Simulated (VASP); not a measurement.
Wanted: the native input for a VASP 6.6.1 run.

- Task: single point
- Functional: PBE
- Potentials or basis: VASP PAW PBE potentials, release 64 (Ga_d, Sb)
- Cutoff: 520 eV
- k mesh: 12 × 12 × 12
- Occupations: gaussian, width 0.1 eV
- Spin: no spin polarisation
- Dipole correction: no
- Further INCAR settings: ALGO = Normal; EDIFF = 1e-07; NBANDS = 16

The structure of GaSb lies in POSCAR:

```
GaSb
1.0
    0.0000000000      2.9300556741      2.9300556741
    2.9300556741      0.0000000000      2.9300556741
    2.9300556741      2.9300556741      0.0000000000
Ga Sb
1 1
Direct
    0.0000000000      0.0000000000      0.0000000000
    0.7500000000      0.7500000000      0.7500000000
```

One way to write it, as run:

INCAR

```
SYSTEM = GaSb
PREC     = Accurate       ! precision mode
ENCUT    = 520            ! plane-wave cutoff, eV
EDIFF    = 1E-7           ! SCF threshold, eV
ISMEAR   = 0              ! smearing method
SIGMA    = 0.1            ! smearing width, eV
LREAL    = .False.        ! projectors in reciprocal space
LASPH    = .True.         ! aspherical terms in the spheres
NELM     = 60             ! most SCF steps
ALGO     = Normal         ! electronic algorithm
ISIF     = 2              ! what is computed and relaxed
LWAVE    = .False.        ! write WAVECAR
LCHARG   = .False.        ! write CHGCAR
GGA      = PE             ! functional
NBANDS   = 16             ! bands
```

KPOINTS

```
Automatic mesh
0
Gamma
  12 12 12
  0 0 0
```

Potentials or basis: VASP PAW PBE potentials, release 64 (Ga_d, Sb).

Command:

```sh
$ cat potpaw_PBE.64/Ga_d/POTCAR potpaw_PBE.64/Sb/POTCAR > POTCAR
$ mpirun -np 1 vasp_std > vasp.out
```

Results of the run:

```
Pressure               : 12.1 GPa
Band gap on the k mesh : 0.65 eV, indirect (least direct gap 1.00 eV)
```

Caveat: spin-orbit coupling is left out, which moves the levels of the heavy elements.

Wall time 33 s on 1 thread of Intel Xeon 6975P-C (shared host), peak memory 0.22 GiB.
